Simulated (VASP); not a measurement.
Here is a VASP 6.6.1 calculation.

INCAR

```
SYSTEM = Pb
PREC = Accurate
ENCUT = 520
EDIFF = 1E-7
ISMEAR = 0
SIGMA = 0.1
LREAL = .FALSE.
LASPH = .TRUE.
NELM = 60
ALGO = Fast
ISIF = 2
LWAVE = .FALSE.
LCHARG = .FALSE.
GGA = PE
NBANDS = 13
```

Contents of KPOINTS:

```
Automatic mesh
0
G
  14 14 14
  0 0 0
```

The input POSCAR:

```
Pb
1.0
    0.0000000000      2.5459599016      2.5459599016
    2.5459599016      0.0000000000      2.5459599016
    2.5459599016      2.5459599016      0.0000000000
Pb
1
Direct
    0.0000000000      0.0000000000      0.0000000000
```

Potentials or basis: VASP PAW PBE potentials, release 64 (Pb_d).

The run is started by

```sh
$ cat potpaw_PBE.64/Pb_d/POTCAR > POTCAR
$ mpirun -np 1 vasp_std > vasp.out
```

(1) What does it give for the band gap on the k mesh?

(2) What does it give for the pressure?

## Answers

(1) zero (band 7 reaches 13.13 eV, above the bottom of band 8 at 4.98 eV).

(2) -1.2 GPa.

Caveat: spin-orbit coupling is left out, which moves the levels of the heavy elements.
